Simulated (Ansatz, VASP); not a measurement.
# Sb: VASP beside Ansatz

File INCAR:

```
SYSTEM = Sb
PREC     = Accurate       ! precision mode
ENCUT    = 520            ! plane-wave cutoff, eV
EDIFF    = 1E-7           ! SCF threshold, eV
ISMEAR   = 0              ! smearing method
SIGMA    = 1.0            ! smearing width, eV
LREAL    = .FALSE.        ! projectors in reciprocal space
LASPH    = .TRUE.         ! aspherical terms in the spheres
NELM     = 60             ! most SCF steps
ALGO     = Normal         ! electronic algorithm
ISIF     = 2              ! what is computed and relaxed
LWAVE    = .FALSE.        ! write WAVECAR
LCHARG   = .FALSE.        ! write CHGCAR
NBANDS   = 12             ! bands
```

Contents of KPOINTS:

```
Automatic mesh
0
G
  9 9 9
  0 0 0
```

POSCAR

```
Sb
1.0
    2.1456002536      1.2387628840      3.6587425366
   -2.1456002536      1.2387628840      3.6587425366
    0.0000000000     -2.4775257680      3.6587425366
Sb
2
Direct
    0.2359371474      0.2359371474      0.2359371474
    0.7640628526      0.7640628526      0.7640628526
```

Input for Ansatz:

```yaml
crystal:
  lattice:
    - [2.1456002536, 1.238762884, 3.6587425366]
    - [-2.1456002536, 1.238762884, 3.6587425366]
    - [0.0, -2.477525768, 3.6587425366]
  atoms:
    - { symbol: Sb, position: [0.2359371474, 0.2359371474, 0.2359371474] }
    - { symbol: Sb, position: [0.7640628526, 0.7640628526, 0.7640628526] }
hamiltonian:
  xc: lda
  pseudopotentials:
    kind: paw
    azcp:
      Sb: "pseudopotentials/Sb.paw.azcp"
basis:
  ecutwfc: 420
  fft_grid_basis: typed
kpoints:
  mp_grid: { grid: [9, 9, 9], shift: [0, 0, 0] }
magnetization:
  spin_polarized: false
scf:
  occupations: { method: gaussian, width: 1.0 }
  lower_state_search: "off"
output:
  stress: true
  write_density: true
  write_potential: true
  elf: true
  volumetric_format: npy
```

Alike in both runs: task single point; functional LDA; k mesh 9 × 9 × 9; occupations gaussian, width 1 eV; no spin polarisation.

|  | VASP | Ansatz |
| --- | --- | --- |
| version | VASP 6.6.1 | Ansatz 0.2.0 |
| potentials or method | VASP PAW LDA potentials, release 64 (Sb), cutoff 520 eV | plane waves (420 eV) with PAW, scalar-relativistic |
| valence electrons in the cell | 10 | 30 |

Ansatz gave:

```
pressure (GPa)                                                : 0.4
traceless stress, the component that is largest in VASP (GPa) : -0.08
```

Q: Estimate VASP's values.

A: Pressure (GPa): 0.7; traceless stress, the component that is largest in VASP (GPa): -0.14.

Ansatz warns that its potentials were made for another functional, while VASP's fit it. LDA's correlation is that of Perdew and Zunger in VASP and of Perdew and Wang (1992) in Ansatz. VASP's potentials hold 10 valence electrons a cell and Ansatz's 30, so a difference there can come from the potentials and not from the codes.

Neither program's run includes spin-orbit coupling.
